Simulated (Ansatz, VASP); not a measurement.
**Two plane-wave programs on CoNiO2**

File INCAR:

```
ALGO = Normal
EDIFF = 1E-7
ENCUT = 520
ISIF = 2
ISMEAR = -1
ISPIN = 2
LASPH = True
LCHARG = False
LMAXMIX = 4
LORBIT = 11
LREAL = False
LWAVE = False
MAGMOM = 1 2 0 0
NBANDS = 28
NELM = 150
PREC = Accurate
SIGMA = 0.05
```

Contents of KPOINTS:

```
k-points
0
Gamma
  9 9 6
```

Contents of POSCAR:

```
CoNiO2
1.0
    3.0734525779      0.0000000000      0.0000000000
    0.0000000000      3.0734525779      0.0000000000
    0.0000000000      0.0000000000      4.3050959259
Ni Co O
1 1 2
Direct
    0.0000000000      0.0000000000      0.0000000000
    0.5000000000      0.5000000000      0.5000000000
    0.0000000000      0.0000000000      0.5000000000
    0.5000000000      0.5000000000      0.0000000000
```

The input input.yaml:

```yaml
crystal:
  lattice:
    - [3.0734525779, 0.0, 0.0]
    - [0.0, 3.0734525779, 0.0]
    - [0.0, 0.0, 4.3050959259]
  atoms:
    - { symbol: Ni, position: [0.0, 0.0, 0.0], spin: 1.0 }
    - { symbol: Co, position: [0.5, 0.5, 0.5], spin: 2.0 }
    - { symbol: O, position: [0.0, 0.0, 0.5] }
    - { symbol: O, position: [0.5, 0.5, 0.0] }
hamiltonian:
  xc: lda
  pseudopotentials: { kind: paw }
magnetization:
  spin_polarized: true
kpoints:
  mp_grid: { grid: [9, 9, 6] }
scf:
  occupations: { method: fermi_dirac, width: 0.05 }
output:
  forces: true
  stress: true
  eigenvalues: true
  write_density: true
  write_potential: true
  elf: true
  volumetric_format: npy
```

Alike in both runs: task single point; functional LDA; k mesh 9 × 9 × 6; occupations fermi-dirac, width 0.05 eV; collinear spin.

```csv
,VASP,Ansatz
version,VASP 6.6.1,Ansatz 0.2.0
potentials or method,"VASP PAW LDA potentials, release 64 (Ni, Co, O)",Ansatz PAW
plane-wave cutoff (eV),520,420
valence electrons in the cell,31,47
```

|  | VASP | Ansatz | Ansatz less VASP |
| --- | --- | --- | --- |
| gap on the k mesh at the Fermi level (eV) | none | none | - |
| net moment per atom (μB) | 0.92 | 0.98 | +0.064 |
| size of the moment on the site where the two differ most (μB) | 0.68 | 0.79 | +0.117 |

LDA's correlation is that of Perdew and Zunger in VASP and of Perdew and Wang (1992) in Ansatz. Site moments also hang on the region over which each program counts them. A gap of «none» marks a metal or a gap that the smearing closes. VASP's potentials hold 31 valence electrons a cell and Ansatz's 47, so a difference there can come from the potentials and not from the codes.
